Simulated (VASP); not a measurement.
# EuO (Fm-3m) in VASP: a series of runs

The runs below take EuO through single point, with PBE+U.

Everything below comes from runs of VASP 6.6.1. Logs are shortened: lines on timing, memory, paths and dates and some standing lists are left out, and cuts for length are marked.

## Step 1: The cell of the first run

It takes space group Fm-3m (No. 225, cubic). The conventional cell has a = 4.884 Å, b = 4.884 Å, c = 4.884 Å, α = 90.00°, β = 90.00°, γ = 90.00°. Eu (site symmetry m-3m) has 6 O at 2.44 Å within 3.2 Å. O (site symmetry m-3m) has 6 Eu at 2.44 Å within 3.2 Å.

## Step 2: Single point, PBE+U, collinear spin, ferromagnetic start (14.57 Å³/atom)

INCAR reads:

```
ALGO     = Normal         # electronic algorithm
EDIFF    = 1E-6           # SCF threshold, eV
ENCUT    = 600            # plane-wave cutoff, eV
GGA      = PE             # functional
GGA_COMPAT= F            
ISIF     = 2              # what is computed and relaxed
ISMEAR   = 0              # smearing method
ISPIN    = 2              # spin polarisation
LASPH    = T              # aspherical terms in the spheres
LCHARG   = T              # write CHGCAR
LDAU     = T              # DFT+U
LDAUJ    = 0 0          
LDAUL    = 3 -1           # shell
LDAUPRINT= 1            
LDAUTYPE = 2            
LDAUU    = 6 0            # U, eV
LELF     = T              # ELF
LMAXMIX  = 6              # l up to which the mixer works
LORBIT   = 11             # projections on sites
LREAL    = F              # projectors in reciprocal space
LVHAR    = T            
LWAVE    = F              # write WAVECAR
MAGMOM   = 7.33 -0.1      # initial moments
NBANDS   = 22             # bands
NELM     = 200            # most SCF steps
PREC     = Accurate       # precision mode
SIGMA    = 0.05           # smearing width, eV
```

KPOINTS reads:

```
k-points
0
Gamma
  10 10 10
```

POSCAR reads:

```
EuO
1.0
    0.0000000000      2.4421579970      2.4421579970
    2.4421579970      0.0000000000      2.4421579970
    2.4421579970      2.4421579970      0.0000000000
Eu O
1 1
Direct
    0.0000000000      0.0000000000      0.0000000000
    0.5000000000      0.5000000000      0.5000000000
```

Potentials or basis: VASP PAW PBE potentials, release 64 (Eu, O).

On the command line:

```sh
cat potpaw_PBE.64/Eu/POTCAR potpaw_PBE.64/O/POTCAR > POTCAR
mpirun -np 1 vasp_std > vasp.out
```

OUTCAR:

```text
EDIFF = 1E-6
   ENCUT = 600
   GGA = PE
   ISIF = 2
   ISMEAR = 0
   ISPIN = 2
   LASPH = T
   LORBIT = 11
   LREAL = F
   NELM = 200
   PREC = Accurate

 ion  position               nearest neighbor table
   1  0.000  0.000  0.000-   2 2.44   2 2.44   2 2.44   2 2.44   2 2.44   2 2.44
   2  0.500  0.500  0.500-   1 2.44   1 2.44   1 2.44   1 2.44   1 2.44   1 2.44

  LATTYP: Found a face centered cubic cell.
 ALAT       =     4.8843159940

  Lattice vectors:

 A1 = (   0.0000000000,   2.4421579970,   2.4421579970)
 A2 = (   2.4421579970,   0.0000000000,   2.4421579970)
 A3 = (   2.4421579970,   2.4421579970,   0.0000000000)

Analysis of symmetry for initial positions (statically):
=====================================================================
 Subroutine PRICEL returns:
 Original cell was already a primitive cell.

 Routine SETGRP: Setting up the symmetry group for a
 face centered cubic supercell.

 Subroutine GETGRP returns: Found 48 space group operations
 (whereof 48 operations were pure point group operations)
 out of a pool of 48 trial point group operations.

The static configuration has the point symmetry O_h .

Analysis of symmetry for dynamics (positions and initial velocities):
=====================================================================
 Subroutine PRICEL returns:
 Original cell was already a primitive cell.

 Routine SETGRP: Setting up the symmetry group for a
 face centered cubic supercell.

 Subroutine GETGRP returns: Found 48 space group operations
 (whereof 48 operations were pure point group operations)
 out of a pool of 48 trial point group operations.

The dynamic configuration has the point symmetry O_h .

[... 187 lines left out ...]
  o =  0.9540  v = -0.0000  1.0000 -0.0000 -0.0000  0.0000 -0.0000 -0.0000  0.0000  0.0000  0.0000  0.0000  0.0000  0.0000  0.0000      0.0000  0.0000  0.0000  0.0000  0.0000  0.0000  0.0000  0.0000  0.0000  0.0000  0.0000  0.0000  0.0000  0.0000
  o =  0.9632  v =  0.0004  0.0000  0.0003  0.9992  0.0244  0.0000 -0.0315  0.0000  0.0000  0.0000  0.0000  0.0000  0.0000  0.0000      0.0000  0.0000  0.0000  0.0000  0.0000  0.0000  0.0000  0.0000  0.0000  0.0000  0.0000  0.0000  0.0000  0.0000
  o =  0.9632  v = -0.0016  0.0000 -0.0012  0.0398 -0.6119  0.0000  0.7899  0.0000  0.0000  0.0000  0.0000  0.0000  0.0000  0.0000      0.0000  0.0000  0.0000  0.0000  0.0000  0.0000  0.0000  0.0000  0.0000  0.0000  0.0000  0.0000  0.0000  0.0000
  o =  0.9632  v =  0.7906  0.0000  0.6124 -0.0004 -0.0012  0.0000  0.0016  0.0000  0.0000  0.0000  0.0000  0.0000  0.0000  0.0000      0.0000  0.0000  0.0000  0.0000  0.0000  0.0000  0.0000  0.0000  0.0000  0.0000  0.0000  0.0000  0.0000  0.0000
  o =  0.9708  v = -0.0004  0.0000  0.0005 -0.0000  0.7515 -0.3104  0.5821  0.0000  0.0000  0.0000  0.0000  0.0000  0.0000  0.0000      0.0000  0.0000  0.0000  0.0000  0.0000  0.0000  0.0000  0.0000  0.0000  0.0000  0.0000  0.0000  0.0000  0.0000
  o =  0.9708  v = -0.0091  0.0000  0.0117 -0.0000  0.2453  0.9505  0.1900  0.0000  0.0000  0.0000  0.0000  0.0000  0.0000  0.0000      0.0000  0.0000  0.0000  0.0000  0.0000  0.0000  0.0000  0.0000  0.0000  0.0000  0.0000  0.0000  0.0000  0.0000
  o =  0.9708  v =  0.6123 -0.0000 -0.7905 -0.0000  0.0041  0.0139  0.0032  0.0000  0.0000  0.0000  0.0000  0.0000  0.0000  0.0000      0.0000  0.0000  0.0000  0.0000  0.0000  0.0000  0.0000  0.0000  0.0000  0.0000  0.0000  0.0000  0.0000  0.0000

 number of electron      22.9999999 magnetization       7.0000117

 Free energy of the ion-electron system (eV)
  ---------------------------------------------------
  ext. energy  EPLUGINS =         0.00000000
  ---------------------------------------------------
  free energy    TOTEN  =       -20.82834154 eV

  energy without entropy =      -20.82808704  energy(sigma->0) =      -20.82821429

 E-fermi :   4.8210     XC(G=0): -11.6352

 val. band max:        4.8119207613   @ k =   0.1000   0.1000   0.0000
 cond. band min:       4.8962053297   @ k =   0.0000   0.0000   0.0000
 fundamental gap:      0.0842845684
 Fermi energy:         4.8209631822

 spin component 1

 k-point     1 :       0.0000    0.0000    0.0000
  band No.  band energies     occupation
      1     -34.9971      1.00000
      2     -13.5075      1.00000
      3     -13.3304      1.00000
      4     -13.3304      1.00000
      5     -13.3304      1.00000
      6       1.1861      1.00000
[... 1193 lines left out ...]
     21      16.0703      0.00000
     22      21.0287      0.00000

 [... further k-points ...]

------------------------ aborting loop because EDIFF is reached ----------------------------------------

  FORCE on cell =-STRESS in cart. coord.  units (eV):
  Direction    XX          YY          ZZ          XY          YZ          ZX
  --------------------------------------------------------------------------------------
  -------------------------------------------------------------------------------------
  Total        3.8182808      3.8182808      3.8182808      0.0000000      0.0000000     -0.0000000
  in kB      210.0038118    210.0038118    210.0038118      0.0000000      0.0000000     -0.0000000
  external PRESSURE =     210.0038118 kB  Pullay stress =       0.0000000 kB

 VOLUME and BASIS-vectors are now :
 -----------------------------------------------------------------------------
  energy-cutoff  :      600.00
  volume of cell :       29.13
      direct lattice vectors                 reciprocal lattice vectors
     0.000000000  2.442157997  2.442157997    -0.204736958  0.204736958  0.204736958
     2.442157997  0.000000000  2.442157997     0.204736958 -0.204736958  0.204736958
     2.442157997  2.442157997  0.000000000     0.204736958  0.204736958 -0.204736958

 POSITION                                       TOTAL-FORCE (eV/Angst)
 -----------------------------------------------------------------------------------
      0.00000      0.00000      0.00000        -0.000000      0.000000     -0.000000
      2.44216      2.44216      2.44216         0.000000     -0.000000      0.000000
 -----------------------------------------------------------------------------------
    total drift:                                0.000000      0.000000      0.000000

  FREE ENERGIE OF THE ION-ELECTRON SYSTEM (eV)
  ---------------------------------------------------
  free  energy   TOTEN  =       -20.8283415381 eV

  energy  without entropy=      -20.8280870398  energy(sigma->0) =      -20.82821429

 total charge

# of ion       s       p       d       f       tot
--------------------------------------------------
    1        2.042   5.824   0.422   6.774  15.061
    2        1.558   3.468   0.000   0.000   5.027
--------------------------------------------------
tot          3.600   9.292   0.422   6.774  20.088

 magnetization (x)

# of ion       s       p       d       f       tot
--------------------------------------------------
    1       -0.013  -0.108   0.113   6.721   6.713
    2       -0.006  -0.104   0.000   0.000  -0.110
--------------------------------------------------
tot         -0.019  -0.211   0.113   6.721   6.603
```

Run time: 62 s. Hardware: 1 thread of Intel Xeon 6975P-C (Granite Rapids), shared host; peak memory 0.23 GiB.

Results:

| Item | Value |
| --- | --- |
| Free energy | -20.8283 eV |
| Pressure | 21.0 GPa |
| Band gap on the k mesh | zero (filled and empty bands overlap) |
| Net moment | 7.00 μB per cell |
| Site moments | Eu +6.71; O -0.11 μB |
| Valence electrons inside the program's atomic spheres | Eu 15.06; O 5.03 |

Levels at points of the mesh, in eV from the Fermi level:
Spin up:
| k point | band 13 | band 14 | band 15 | band 16 | band 17 | band 18 |
| --- | --- | --- | --- | --- | --- | --- |
| (0.00, 0.00, 0.00) | 0.08 | 0.08 | 0.08 | 1.52 | 2.70 | 2.70 |
| (0.50, 0.00, 0.00) | -0.63 | -0.59 | -0.58 | 3.66 | 6.09 | 6.09 |
| (0.50, 0.50, 0.00) | -0.75 | -0.59 | -0.14 | -0.14 | 5.45 | 7.65 |
Spin down:
| k point | band 6 | band 7 | band 8 | band 9 | band 10 | band 11 |
| --- | --- | --- | --- | --- | --- | --- |
| (0.00, 0.00, 0.00) | -3.09 | -3.09 | -3.09 | 2.55 | 3.77 | 3.77 |
| (0.50, 0.00, 0.00) | -5.47 | -4.59 | -4.59 | 4.41 | 6.94 | 7.22 |
| (0.50, 0.50, 0.00) | -2.87 | -2.87 | -2.72 | 0.27 | 6.43 | 8.33 |

Eigenvalues of the final occupation matrices:
| site | spin | trace | eigenvalues |
| --- | --- | --- | --- |
| site 1 f | 1 | 6.76 | 0.95 0.96 0.96 0.96 0.97 0.97 0.97 |
| site 1 f | 2 | 0.03 | 0.00 0.00 0.00 0.00 0.01 0.01 0.01 |

Caveat: the cell stands under pressure; spin-orbit coupling is left out, which moves the levels of the heavy elements; a cell with one magnetic atom can't hold antiferromagnetic order, which such compounds often take. The state reached can hang on the start; a lower one may exist.

## Step 3: Single point, PBE+U, collinear spin, ferromagnetic start (15.26 Å³/atom)

This run uses another cell than the first one, of 15.26 Å³/atom.

INCAR reads:

```
SYSTEM = EuO
  PREC = Accurate
  ENCUT = 600
  EDIFF = 1E-6
  ISMEAR = 0
  SIGMA = 0.05
  LREAL = .False.
  LASPH = .True.
  NELM = 200
  ALGO = Normal
  ISIF = 2
  LWAVE = .False.
  LCHARG = .False.
  ISPIN = 2
  MAGMOM = 7.36 -0.1
  LORBIT = 11
  LMAXMIX = 6
  LDAU = .True.
  LDAUTYPE = 2
  LDAUL = 3 -1
  LDAUU = 6 0
  LDAUJ = 0 0
  LDAUPRINT = 1
  GGA = PE
  NBANDS = 22
  GGA_COMPAT = .False.
```

KPOINTS reads:

```
Automatic mesh
0
Gamma
  10 10 10
  0 0 0
```

POSCAR reads:

```
EuO
1.0
    0.0000000000      2.4803228802      2.4803228802
    2.4803228802      0.0000000000      2.4803228802
    2.4803228802      2.4803228802      0.0000000000
Eu O
1 1
Direct
    0.0000000000      0.0000000000      0.0000000000
    0.5000000000      0.5000000000      0.5000000000
```

Potentials or basis: VASP PAW PBE potentials, release 64 (Eu, O).

On the command line:

```sh
cat potpaw_PBE.64/Eu/POTCAR potpaw_PBE.64/O/POTCAR > POTCAR
mpirun -np 1 vasp_std > vasp.out
```

It took 64 s on 1 thread of Intel Xeon 6975P-C (Granite Rapids), shared host; peak memory 0.23 GiB.

It converged, with:

| Property | Result |
| --- | --- |
| Free energy | -20.9788 eV |
| Pressure | 13.6 GPa |
| Band gap on the k mesh | zero (filled and empty bands overlap) |
| Net moment | 7.00 μB per cell |
| Site moments | Eu +6.72; O -0.10 μB |
| Valence electrons inside the program's atomic spheres | Eu 15.02; O 5.00 |

Levels at points of the mesh, in eV from the Fermi level:
Spin up:
```tsv
k point	band 11	band 12	band 13	band 14	band 15	band 16	band 17	band 18	band 19	band 20
(0.00, 0.00, 0.00)	-0.56	-0.56	0.07	0.07	0.07	1.32	2.79	2.79	2.79	5.31
(0.50, 0.00, 0.00)	-0.84	-0.58	-0.58	-0.55	-0.54	3.63	5.97	5.97	6.58	9.79
(0.50, 0.50, 0.00)	-0.69	-0.69	-0.55	-0.52	-0.14	-0.14	5.21	7.48	8.50	8.58
```
Spin down:
```
           k point  band 5  band 6  band 7  band 8  band 9  band 10  band 11  band 12
(0.00, 0.00, 0.00)  -15.84   -2.94   -2.94   -2.94    2.28     3.83     3.83     3.83
(0.50, 0.00, 0.00)  -14.75   -5.23   -4.32   -4.32    4.34     6.81     7.08     7.08
(0.50, 0.50, 0.00)  -16.47   -2.78   -2.78   -2.72    0.46     6.16     8.23     8.76
```

Eigenvalues of the final occupation matrices:
| site | spin | trace | eigenvalues |
| --- | --- | --- | --- |
| site 1 f | 1 | 6.77 | 0.96 0.97 0.97 0.97 0.97 0.97 0.97 |
| site 1 f | 2 | 0.02 | 0.00 0.00 0.00 0.00 0.01 0.01 0.01 |

Caveat: the cell stands under pressure; spin-orbit coupling is left out, which moves the levels of the heavy elements; a cell with one magnetic atom can't hold antiferromagnetic order, which such compounds often take. The state reached can hang on the start; a lower one may exist.
